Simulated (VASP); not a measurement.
# Al (P6_3/mmc) in VASP: a series of runs

Runs on Al. Level: PBEsol. Tasks: single point.

Program: VASP 6.6.1. These are calculated values, not measurements. Logs are shortened: lines on timing, memory, paths and dates and some standing lists are left out, and cuts for length are marked.

### 1 The cell of the first run

The structure is hexagonal, space group P6_3/mmc (No. 194). Conventional cell: a = 2.779 Å, b = 2.779 Å, c = 9.030 Å, α = 90.00°, β = 90.00°, γ = 120.00°. Al (site symmetry -3m) has 12 Al at 2.77 to 2.78 Å within 3.7 Å. Within 3.7 Å of Al (site symmetry -6m2) lie 12 Al at 2.77 to 2.78 Å.

### 2 Single point, PBEsol

INCAR

```
ALGO     = Normal         # electronic algorithm
EDIFF    = 1E-6           # SCF threshold, eV
ENCUT    = 520            # plane-wave cutoff, eV
GGA      = PS             # functional
ISIF     = 2              # what is computed and relaxed
ISMEAR   = -1             # smearing method
LASPH    = True           # aspherical terms in the spheres
LCHARG   = False          # write CHGCAR
LREAL    = False          # projectors in reciprocal space
LWAVE    = False          # write WAVECAR
NBANDS   = 14             # bands
NELM     = 80             # most SCF steps
PREC     = Accurate       # precision mode
SIGMA    = 0.1            # smearing width, eV
```

KPOINTS

```
k-points
0
Gamma
  9 9 3
```

POSCAR

```
Al
1.0
    2.7791511821      0.0000000000      0.0000000000
   -1.3895760826      2.4068160157      0.0000000000
    0.0000000000      0.0000000000      9.0302681196
Al
4
Direct
    0.0000000000      0.0000000000      0.0000000000
    0.3333333333      0.6666666667      0.2500000000
    0.0000000000      0.0000000000      0.5000000000
    0.6666666667      0.3333333333      0.7500000000
```

Potentials or basis: VASP PAW PBE potentials, release 64 (Al).

Launch:

```sh
cat potpaw_PBE.64/Al/POTCAR > POTCAR
mpirun -np 1 vasp_std > vasp.out
```

OUTCAR:

```text
EDIFF = 1E-6
   ENCUT = 520
   GGA = PS
   ISIF = 2
   ISMEAR = -1
   LASPH = True
   LREAL = False
   NELM = 80
   PREC = Accurate

 ion  position               nearest neighbor table
   1  0.000  0.000  0.000-   4 2.77   2 2.77   4 2.77   2 2.77   4 2.77   2 2.77
   2  0.333  0.667  0.250-   1 2.77   3 2.77   1 2.77   3 2.77   1 2.77   3 2.77
   3  0.000  0.000  0.500-   4 2.77   2 2.77   4 2.77   2 2.77   4 2.77   2 2.77
   4  0.667  0.333  0.750-   1 2.77   3 2.77   1 2.77   3 2.77   1 2.77   3 2.77

  LATTYP: Found a hexagonal cell.
 ALAT       =     2.7791511821
 C/A-ratio  =     3.2492899910

  Lattice vectors:

 A1 = (   2.7791511821,   0.0000000000,   0.0000000000)
 A2 = (  -1.3895760826,   2.4068160157,   0.0000000000)
 A3 = (   0.0000000000,   0.0000000000,   9.0302681196)

Analysis of symmetry for initial positions (statically):
=====================================================================
 Subroutine PRICEL returns:
 Original cell was already a primitive cell.

 Routine SETGRP: Setting up the symmetry group for a
 hexagonal supercell.

 Subroutine GETGRP returns: Found 24 space group operations
 (whereof 12 operations were pure point group operations)
 out of a pool of 24 trial point group operations.

The static configuration has the point symmetry D_3d.
 The point group associated with its full space group is D_6h.

Analysis of symmetry for dynamics (positions and initial velocities):
=====================================================================
 Subroutine PRICEL returns:
 Original cell was already a primitive cell.

 Routine SETGRP: Setting up the symmetry group for a
 hexagonal supercell.

 Subroutine GETGRP returns: Found 24 space group operations
 (whereof 12 operations were pure point group operations)
 out of a pool of 24 trial point group operations.

The dynamic configuration has the point symmetry D_3d.
 The point group associated with its full space group is D_6h.

 Subroutine INISYM returns: Found 24 space group operations
 (whereof 12 operations are pure point group operations),
 and found     1 'primitive' translations

----------------------------------------------------------------------------------------

                                     Primitive cell

  volume of cell :      60.4026

  direct lattice vectors                    reciprocal lattice vectors
     2.779151182  0.000000000  0.000000000     0.359822095  0.207743414  0.000000000
    -1.389576083  2.406816016  0.000000000     0.000000000  0.415486682  0.000000000
     0.000000000  0.000000000  9.030268120     0.000000000  0.000000000  0.110738683

  length of vectors
     2.779151182  2.779151853  9.030268120     0.415486782  0.415486682  0.110738683

  position of ions in fractional coordinates (direct lattice)
     0.000000000  0.000000000  0.000000000
     0.333333333  0.666666667  0.250000000
     0.000000000  0.000000000  0.500000000
     0.666666667  0.333333333  0.750000000

  ion indices of the primitive-cell ions
   primitive index   ion index
                 1           1
                 2           2
                 3           3
                 4           4

----------------------------------------------------------------------------------------

 KPOINTS: k-points

Automatic generation of k-mesh.
 Grid dimensions read from file:
 generate k-points for:    9    9    3

 Generating k-lattice:

  Cartesian coordinates                     Fractional coordinates (reciprocal lattice)
     0.039980233  0.023082602  0.000000000     0.111111111 -0.000000000  0.000000000
     0.000000000  0.046165187  0.000000000     0.000000000  0.111111111  0.000000000
     0.000000000  0.000000000  0.036912894     0.000000000  0.000000000  0.333333333

  Length of vectors
     0.046165198  0.046165187  0.036912894

  Shift w.r.t. Gamma in fractional coordinates (k-lattice)
     0.000000000  0.000000000  0.000000000

 Subroutine IBZKPT returns following result:
 ===========================================

 Found     24 irreducible k-points:

 Following reciprocal coordinates:
            Coordinates               Weight
  0.000000  0.000000  0.000000      1.000000
  0.111111  0.000000  0.000000      6.000000
  0.222222 -0.000000  0.000000      6.000000
  0.333333  0.000000  0.000000      6.000000
  0.444444 -0.000000  0.000000      6.000000
  0.111111  0.111111  0.000000      6.000000
[... 16 lines left out ...]
  0.333333  0.222222  0.333333     24.000000
  0.333333  0.333333  0.333333      4.000000
   k-points           NKPTS =     24   k-points in BZ     NKDIM =     24   number of bands    NBANDS=     14
   number of dos      NEDOS =    301   number of ions     NIONS =      4
   total plane-waves  NPLWV =  40320
   dimension x,y,z NGX =    24 NGY =   24 NGZ =   70
   dimension x,y,z NGXF=    48 NGYF=   48 NGZF=  140
   ions per type =               4
   NGX,Y,Z   is equivalent  to a cutoff of  14.36, 14.36, 12.89 a.u.
   NGXF,Y,Z  is equivalent  to a cutoff of  28.71, 28.71, 25.77 a.u.
 SYSTEM =  unknown system
   PREC   = accura    normal or accurate (medium, high low for compatibility)
   ISTART =      0    job   : 0-new  1-cont  2-samecut
   ICHARG =      2    charge: 1-file 2-atom 10-const
   ISPIN  =      1    spin polarized calculation?
   LNONCOLLINEAR =      F non collinear calculations
   LSORBIT =      F    spin-orbit coupling
   LASPH  =      T    aspherical Exc in radial PAW
   ENCUT  =  520.0 eV  38.22 Ry    6.18 a.u.   5.17  5.17 16.79*2*pi/ulx,y,z
   NELM   =     80;   NELMIN=  2; NELMDL= -5     # of ELM steps
   EDIFF  = 0.1E-05   stopping-criterion for ELM
   LREAL  =      F    real-space projection
   EDIFFG = 0.1E-04   stopping-criterion for IOM
   NSW    =      0    number of steps for IOM
   IBRION =     -1    ionic relax: 0-MD 1-quasi-New 2-CG
   NFREE  =      0    steps in history (QN), initial steepest desc. (CG)
   ISIF   =      2    stress and relaxation
   ISYM   =      2    0-nonsym 1-usesym 2-fastsym
   POTIM  = 0.5000    time-step for ionic-motion
   TEBEG  =    0.0;   TEEND  =   0.0 temperature during run
   PSTRESS=    0.0 pullay stress
   NELECT =      12.0000    total number of electrons
   NUPDOWN=      -1.0000    fix difference up-down
   EMIN   =  10.00;   EMAX   =-10.00  energy-range for DOS
   EFERMI =   0.00;   METHOD = LEGACY
   ISMEAR =    -1;   SIGMA  =   0.10  broadening in eV -4-tet -1-fermi 0-gaus
   EFERMI_NEDOS =   21; number of points for ismear=-14 and -15
   IALGO  =     38    algorithm
   IMIX   =      4    mixing-type and parameters
     AMIX     =   0.40;   BMIX     =  1.00
     AMIX_MAG =   1.60;   BMIX_MAG =  1.00
  volume/ion in A,a.u.               =      15.10       101.90
  Fermi-wavevector in a.u.,A,eV,Ry     =   0.955249  1.805159 12.415330  0.912501
  Thomas-Fermi vector in A             =   2.084070
   LORBIT       =      0    0 simple, 1 ext, 2 COOP (PROOUT), +10 PAW based schemes
   GGA     = PS    functional components
   LHFCALC =     F    Hartree Fock is set to
   AEXX    =    0.0000 exact exchange contribution
   IVDW    =     0    specifies the selected vdW correction
   LEPSILON=     F    determine dielectric tensor
   LRPA    =     F    only Hartree local field effects (RPA)
 non-spin polarized calculation
  energy-cutoff  :      520.00
  volume of cell :       60.40
 maximum number of plane-waves:      1643
 NGX is ok and might be reduce to    24
   NGX = 11   NGY = 11   NGZ = 33

 number of electron      12.0000000 magnetization

 Free energy of the ion-electron system (eV)
  ---------------------------------------------------
  ext. energy  EPLUGINS =         0.00000000
  ---------------------------------------------------
  free energy    TOTEN  =       -16.23911532 eV

  energy without entropy =      -16.18572131  energy(sigma->0) =      -16.21241832

 E-fermi :   8.8085     XC(G=0): -10.5851

 val. band max:        8.7893195202   @ k =   0.3333   0.3333   0.3333
 cond. band min:       8.8961921739   @ k =   0.3333   0.1111   0.0000
 fundamental gap:      0.1068726537
 Fermi energy:         8.8085409568

 k-point     1 :       0.0000    0.0000    0.0000
  band No.  band energies     occupation
      1      -2.8534      2.00000
      2      -1.0577      2.00000
      3      -1.0460      2.00000
      4       3.9824      2.00000
      5       4.4675      2.00000
      6      12.6140      0.00000
      7      12.6298      0.00000
      8      20.1656      0.00000
      9      20.1656      0.00000
     10      20.2583      0.00000
     11      20.2583      0.00000
     12      21.1853      0.00000
     13      21.1983      0.00000
     14      21.3263      0.00000

 k-point     2 :       0.1111    0.0000    0.0000
  band No.  band energies     occupation
      1      -2.5385      2.00000
      2      -0.7474      2.00000
      3      -0.7355      2.00000
      4       4.2719      2.00000
      5       4.7714      2.00000
      6      12.8391      0.00000
      7      12.8765      0.00000
      8      16.3261      0.00000
      9      17.7170      0.00000
     10      17.8348      0.00000
     11      18.0885      0.00000
     12      19.5770      0.00000
     13      19.5967      0.00000
     14      19.5979      0.00000

 k-point     3 :       0.2222   -0.0000    0.0000
  band No.  band energies     occupation
      1      -1.5986      2.00000
      2       0.1789      2.00000
      3       0.1913      2.00000
      4       5.1402      2.00000
      5       5.6610      2.00000
      6      11.8375      0.00000
      7      13.0366      0.00000
      8      13.5322      0.00000
      9      13.9809      0.00000
     10      14.3402      0.00000
     11      16.5004      0.00000
     12      17.4184      0.00000
     13      18.0174      0.00000
     14      18.0282      0.00000

 k-point     4 :       0.3333    0.0000    0.0000
  band No.  band energies     occupation
      1      -0.0476      2.00000
      2       1.7055      2.00000
      3       1.7197      2.00000
      4       6.5784      2.00000
      5       6.8771      2.00000
      6       8.4080      1.96421
      7       9.7970      0.00010
      8       9.9097      0.00003
      9      14.4685      0.00000
     10      14.6828      0.00000
     11      14.9983      0.00000
     12      15.1320      0.00000
     13      15.4457      0.00000
     14      16.9654      0.00000

 k-point     5 :       0.4444   -0.0000    0.0000
  band No.  band energies     occupation
      1       2.0906      2.00000
      2       3.7827      2.00000
      3       3.8081      2.00000
      4       4.7717      2.00000
      5       6.5508      2.00000
      6       6.5587      2.00000
      7       8.6750      1.58336
      8       9.4608      0.00294
      9      11.3003      0.00000
     10      11.9004      0.00000
     11      14.9199      0.00000
[... 276 lines left out ...]
 k-point    22 :       0.2222    0.2222    0.3333
  band No.  band energies     occupation
      1       1.0693      2.00000
      2       1.6531      2.00000
      3       3.9509      2.00000
      4       5.6183      2.00000
      5       8.9168      0.50592
      6       9.0647      0.14327
      7       9.4621      0.00290
      8       9.6560      0.00042
      9      10.7980      0.00000
     10      11.8692      0.00000
     11      12.2800      0.00000
     12      13.4864      0.00000
     13      13.8609      0.00000
     14      13.9353      0.00000

 k-point    23 :       0.3333    0.2222    0.3333
  band No.  band energies     occupation
      1       3.1860      2.00000
      2       3.7529      2.00000
      3       5.7677      2.00000
      4       5.8353      2.00000
      5       6.6809      2.00000
      6       7.5995      1.99999
      7       8.4121      1.96276
      8       8.7444      1.31001
      9       9.4925      0.00214
     10      10.4468      0.00000
     11      11.7014      0.00000
     12      12.6127      0.00000
     13      13.3058      0.00000
     14      14.8734      0.00000

 k-point    24 :       0.3333    0.3333    0.3333
  band No.  band energies     occupation
      1       5.4777      2.00000
      2       5.5678      2.00000
      3       5.5678      2.00000
      4       5.9433      2.00000
      5       6.1243      2.00000
      6       6.1243      2.00000
      7       8.3301      1.98342
      8       8.3301      1.98342
      9       8.7893      1.09581
     10      10.2533      0.00000
     11      10.5516      0.00000
     12      10.5516      0.00000
     13      14.6901      0.00000
     14      14.6901      0.00000

------------------------ aborting loop because EDIFF is reached ----------------------------------------

  FORCE on cell =-STRESS in cart. coord.  units (eV):
  Direction    XX          YY          ZZ          XY          YZ          ZX
  --------------------------------------------------------------------------------------
  -------------------------------------------------------------------------------------
  Total        2.2180611      2.2180620      3.3168882     -0.0000005      0.0000000      0.0000000
  in kB       58.8340007     58.8340247     87.9803534     -0.0000120      0.0000000      0.0000000
  external PRESSURE =      68.5494596 kB  Pullay stress =       0.0000000 kB

 VOLUME and BASIS-vectors are now :
 -----------------------------------------------------------------------------
  energy-cutoff  :      520.00
  volume of cell :       60.40
      direct lattice vectors                 reciprocal lattice vectors
     2.779151182  0.000000000  0.000000000     0.359822095  0.207743414  0.000000000
    -1.389576083  2.406816016  0.000000000     0.000000000  0.415486682  0.000000000
     0.000000000  0.000000000  9.030268120     0.000000000  0.000000000  0.110738683

 POSITION                                       TOTAL-FORCE (eV/Angst)
 -----------------------------------------------------------------------------------
      0.00000      0.00000      0.00000         0.000000      0.000000      0.000000
     -0.00000      1.60454      2.25757        -0.000000     -0.000000      0.000000
      0.00000      0.00000      4.51513         0.000000      0.000000      0.000000
      1.38958      0.80227      6.77270         0.000000      0.000000     -0.000000
 -----------------------------------------------------------------------------------
    total drift:                                0.000000     -0.000000      0.000000

  FREE ENERGIE OF THE ION-ELECTRON SYSTEM (eV)
  ---------------------------------------------------
  free  energy   TOTEN  =       -16.2391153237 eV

  energy  without entropy=      -16.1857213092  energy(sigma->0) =      -16.21241832
```

It took 29 s on 1 thread of AMD EPYC 7R43 (Zen 3), shared host; peak memory 0.15 GiB.

What came out:

```
Free energy            : -16.2391 eV
Pressure               : 6.9 GPa
Band gap on the k mesh : zero (band 6 reaches 13.03 eV, above the bottom of band 7 at 7.50 eV)
```

Caveat: the PAW data sets were made with another functional, which shifts forces and pressure a little.

### 3 Single point, PBEsol

This run uses another cell than the first one, of 15.58 Å³/atom, 1.032 times its volume.

INCAR

```
SYSTEM = Al
ALGO = Normal
EDIFF = 1E-6
ENCUT = 520
GGA = PS
ISIF = 2
ISMEAR = -1
LASPH = .True.
LCHARG = .True.
LELF = .True.
LREAL = .False.
LVHAR = .True.
LWAVE = .False.
NBANDS = 14
NELM = 100
PREC = Accurate
SIGMA = 0.1
```

KPOINTS

```
k-points
0
Gamma
  9 9 3
  0 0 0
```

POSCAR

```
Al
1.0
    2.8081027572      0.0000000000      0.0000000000
   -1.4040518752      2.4318888203      0.0000000000
    0.0000000000      0.0000000000      9.1243401826
Al
4
Direct
    0.0000000000      0.0000000000      0.0000000000
    0.3333333333      0.6666666667      0.2500000000
    0.0000000000      0.0000000000      0.5000000000
    0.6666666667      0.3333333333      0.7500000000
```

Potentials or basis: VASP PAW PBE potentials, release 64 (Al).

Launch:

```sh
cat potpaw_PBE.64/Al/POTCAR > POTCAR
mpirun -np 1 vasp_std > vasp.out
```

It took 27 s on 1 thread of AMD EPYC 7R43 (Zen 3), shared host; peak memory 0.14 GiB.

It converged, with:

```
Free energy            : -16.3010 eV
Pressure               : 3.6 GPa
Band gap on the k mesh : zero (band 6 reaches 12.63 eV, above the bottom of band 7 at 7.18 eV)
```

Stress tensor (GPa, compression positive):
```
2.66 0.00 0.00
0.00 2.66 0.00
0.00 0.00 5.52
```

Levels at points of the mesh, in eV from the Fermi level:
```
           k point  band 2  band 3  band 4  band 5  band 6  band 7  band 8  band 9
(0.00, 0.00, 0.00)   -9.68   -9.67   -4.70   -4.30    3.74    3.75   11.11   11.11
```

Caveat: the PAW data sets were made with another functional, which shifts forces and pressure a little.

(Part 1 of 2 ends here.)
